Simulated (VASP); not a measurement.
Set up this calculation in VASP 6.6.1, as the native input.

```
Task                   : single point
Functional             : PBE
Potentials or basis    : VASP PAW PBE potentials, release 64 (Ag, Br)
Cutoff                 : 500 eV
k mesh                 : 7 × 7 × 7
Occupations            : fermi-dirac, width 0.005 eV
Spin                   : no spin polarisation
Dipole correction      : no
Further INCAR settings : ALGO = Normal; EDIFF = 1e-06; NBANDS = 16
```

The structure of AgBr lies in POSCAR:

```
AgBr
1.0
    0.0000000000      2.8371244466      2.8371244466
    2.8371244466      0.0000000000      2.8371244466
    2.8371244466      2.8371244466      0.0000000000
Ag Br
1 1
Direct
    0.5000000000      0.5000000000      0.5000000000
    0.0000000000      0.0000000000      0.0000000000
```

One way to write it, as run:

INCAR

```
ALGO = Normal
EDIFF = 1E-6
ENCUT = 500
GGA = PE
GGA_COMPAT = F
ISIF = 2
ISMEAR = -1
LASPH = T
LCHARG = F
LREAL = F
LWAVE = F
NBANDS = 16
NELM = 120
PREC = Accurate
SIGMA = 0.005
```

KPOINTS

```
k-points
0
Gamma
  7 7 7
```

Potentials or basis: VASP PAW PBE potentials, release 64 (Ag, Br).

Launch:

```bash
$ cat potpaw_PBE.64/Ag/POTCAR potpaw_PBE.64/Br/POTCAR > POTCAR
$ mpirun -np 1 vasp_std > vasp.out
```

It gave:

* Pressure: 4.2 GPa
* Band gap on the k mesh: 0.75 eV, indirect (least direct gap 2.73 eV)

It took 6.8 s on 1 thread of Intel(R) Xeon(R) 6975P-C (Granite Rapids), with other jobs on the host, peak memory 0.17 GiB.
